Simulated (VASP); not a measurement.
# FeSi (scan) (P2_13) in VASP: further runs, part 2 of 2

VASP 6.6.1. The steps go on from the part before.

## (4) Single point, r2SCAN (volume scaled by 1.09, then relaxed in part)

POSCAR

```
FeSi
1.0
    4.5312577992      0.0000000000      0.0000000000
    0.0000000000      4.5312577992      0.0000000000
    0.0000000000      0.0000000000      4.5312577992
Fe Si
4 4
Direct
    0.1323511364      0.1323511364      0.1323511364
    0.3676488636      0.8676488636      0.6323511364
    0.6323511364      0.3676488636      0.8676488636
    0.8676488636      0.6323511364      0.3676488636
    0.8390927984      0.8390927984      0.8390927984
    0.6609072016      0.1609072016      0.3390927984
    0.3390927984      0.6609072016      0.1609072016
    0.1609072016      0.3390927984      0.6609072016
```

INCAR.step1

```
PREC     = Accurate       # precision mode
ENCUT    = 520            # plane-wave cutoff, eV
ISMEAR   = 0              # smearing method
SIGMA    = 0.02           # smearing width, eV
LREAL    = False          # projectors in reciprocal space
LASPH    = True           # aspherical terms in the spheres
NELM     = 60             # most SCF steps
NBANDS   = 34             # bands
GGA      = PE             # functional
ALGO     = Normal         # electronic algorithm
EDIFF    = 1E-4           # SCF threshold, eV
LWAVE    = True           # write WAVECAR
LCHARG   = False          # write CHGCAR
```

INCAR.step2

```
PREC     = Accurate       # precision mode
ENCUT    = 520            # plane-wave cutoff, eV
EDIFF    = 1E-7           # SCF threshold, eV
ISMEAR   = 0              # smearing method
SIGMA    = 0.02           # smearing width, eV
LREAL    = False          # projectors in reciprocal space
LASPH    = True           # aspherical terms in the spheres
NELM     = 60             # most SCF steps
ALGO     = Normal         # electronic algorithm
ISIF     = 2              # what is computed and relaxed
LWAVE    = False          # write WAVECAR
LCHARG   = False          # write CHGCAR
METAGGA  = R2SCAN         # meta-GGA
LMIXTAU  = True         
NBANDS   = 34             # bands
ISTART   = 1
```

KPOINTS

```
regular mesh
0
Gamma
  8 8 8
```

Potentials or basis: VASP PAW PBE potentials, release 64 (Fe, Si).

Started as:

```bash
$ cat potpaw_PBE.64/Fe/POTCAR potpaw_PBE.64/Si/POTCAR > POTCAR
$ cp INCAR.step1 INCAR
$ mpirun -np 1 vasp_std > vasp.out
$ cp INCAR.step2 INCAR
$ mpirun -np 1 vasp_std > vasp.out
```

OUTCAR:

```text
PREC = Accurate
   ENCUT = 520
   EDIFF = 1E-7
   ISMEAR = 0
   LREAL = False
   LASPH = True
   NELM = 60
   ISIF = 2
   METAGGA = R2SCAN
   ISTART = 1

 ion  position               nearest neighbor table
   1  0.132  0.132  0.132-   5 2.30   7 2.34   6 2.34   8 2.34   7 2.57   6 2.57   8 2.57   3 2.78
                             4 2.78   2 2.78   2 2.78   4 2.78   3 2.78
   2  0.368  0.868  0.632-   6 2.30   8 2.34   7 2.34   5 2.34   8 2.57   7 2.57   5 2.57   1 2.78
                             1 2.78   3 2.78   3 2.78   4 2.78   4 2.78
   3  0.632  0.368  0.868-   7 2.30   5 2.34   6 2.34   8 2.34   5 2.57   6 2.57   8 2.57   1 2.78
                             4 2.78   2 2.78   2 2.78   4 2.78   1 2.78
   4  0.868  0.632  0.368-   8 2.30   6 2.34   7 2.34   5 2.34   6 2.57   5 2.57   7 2.57   1 2.78
                             3 2.78   2 2.78   1 2.78   2 2.78   3 2.78
   5  0.839  0.839  0.839-   1 2.30   3 2.34   2 2.34   4 2.34   3 2.57   2 2.57   4 2.57   6 2.81
                             7 2.81   8 2.81   6 2.81   8 2.81   7 2.81
   6  0.661  0.161  0.339-   2 2.30   4 2.34   3 2.34   1 2.34   4 2.57   3 2.57   1 2.57   8 2.81
                             5 2.81   5 2.81   7 2.81   7 2.81   8 2.81
   7  0.339  0.661  0.161-   3 2.30   1 2.34   2 2.34   4 2.34   1 2.57   2 2.57   4 2.57   8 2.81
[... 216 lines left out ...]
      6       3.7991      2.00000
[... 877 lines left out ...]
     33      13.1152      0.00000
     34      13.9063      0.00000

 [... further k-points ...]

------------------------ aborting loop because EDIFF is reached ----------------------------------------

  FORCE on cell =-STRESS in cart. coord.  units (eV):
  Direction    XX          YY          ZZ          XY          YZ          ZX
  --------------------------------------------------------------------------------------
  -------------------------------------------------------------------------------------
  Total       -9.6976939     -9.6976939     -9.6976939      0.0000000      0.0000000      0.0000000
  in kB     -167.0024099   -167.0024099   -167.0024099      0.0000000      0.0000000      0.0000000
  external PRESSURE =    -167.0024099 kB  Pullay stress =       0.0000000 kB

 VOLUME and BASIS-vectors are now :
 -----------------------------------------------------------------------------
  energy-cutoff  :      520.00
  volume of cell :       93.04
      direct lattice vectors                 reciprocal lattice vectors
     4.531257799  0.000000000  0.000000000     0.220689275  0.000000000  0.000000000
     0.000000000  4.531257799  0.000000000     0.000000000  0.220689275  0.000000000
     0.000000000  0.000000000  4.531257799     0.000000000  0.000000000  0.220689275

 POSITION                                       TOTAL-FORCE (eV/Angst)
 -----------------------------------------------------------------------------------
      0.59972      0.59972      0.59972         0.015460      0.015460      0.015460
      1.66591      3.93154      2.86535        -0.015460     -0.015460      0.015460
      2.86535      1.66591      3.93154         0.015460     -0.015460     -0.015460
      3.93154      2.86535      1.66591        -0.015460      0.015460     -0.015460
      3.80215      3.80215      3.80215         0.000900      0.000900      0.000900
      2.99474      0.72911      1.53652        -0.000900     -0.000900      0.000900
      1.53652      2.99474      0.72911         0.000900     -0.000900     -0.000900
      0.72911      1.53652      2.99474        -0.000900      0.000900     -0.000900
 -----------------------------------------------------------------------------------
    total drift:                               -0.000000     -0.000000     -0.000000

  FREE ENERGIE OF THE ION-ELECTRON SYSTEM (eV)
  ---------------------------------------------------
  free  energy   TOTEN  =       -94.3339184337 eV

  energy  without entropy=      -94.3339184337  energy(sigma->0) =      -94.33391843
```

Wall time 4.4 min (1 thread of Intel Xeon 6975P-C (Granite Rapids), shared host); peak memory 0.28 GiB.

What came out:

* Free energy: -94.3339 eV
* Pressure: -16.7 GPa
* Largest force: 0.027 eV/Å
* Band gap on the k mesh: 0.34 eV, indirect (the least direct gap lies 1.8 meV higher)

Forces in eV/Å, atoms in the order of the input:
```
Fe   0.015  0.015  0.015
Fe  -0.015 -0.015  0.015
Fe   0.015 -0.015 -0.015
Fe  -0.015  0.015 -0.015
Si   0.001  0.001  0.001
Si  -0.001 -0.001  0.001
Si   0.001 -0.001 -0.001
Si  -0.001  0.001 -0.001
```

Levels at points of the mesh, in eV from the valence-band top:
```
           k point  band 21  band 22  band 23  band 24  band 25  band 26  band 27  band 28
(0.00, 0.00, 0.00)    -0.34    -0.34    -0.09    -0.09     0.78     0.78     0.78     3.01
(0.50, 0.00, 0.00)    -0.42    -0.42    -0.05    -0.05     0.38     0.38     1.82     1.82
(0.50, 0.50, 0.00)    -0.98    -0.98    -0.38    -0.38     0.77     0.77     1.42     1.42
(0.50, 0.50, 0.50)    -0.68    -0.68    -0.68    -0.68     0.70     0.70     0.70     0.70
```

Caveat: the PAW data sets were made with another functional, which shifts forces and pressure a little. Spin polarisation is off, so any magnetic state and its effect on volume and gap are missing.

## (5) Overview

| cell | gap on the mesh (eV) | pressure (GPa) | largest force (eV/Å) |
| --- | --- | --- | --- |
| a = 4.447 Å, 8 atoms | 0.33 | -6.3 | 0.03 |
| a = 4.489 Å, 8 atoms | 0.34 | -12.0 | 0.03 |
| a = 4.531 Å, 8 atoms | 0.34 | -16.7 | 0.03 |

Alike in all rows: task single point; level r2SCAN; potentials or basis VASP PAW PBE potentials, release 64 (Fe, Si); no spin polarisation; k mesh 8 × 8 × 8; cutoff (eV) 520; smearing gaussian 0.02 eV.

Caveats: the PAW data sets were made with another functional, which shifts forces and pressure a little.

Absolute energies hang on the potentials; compare differences alone.
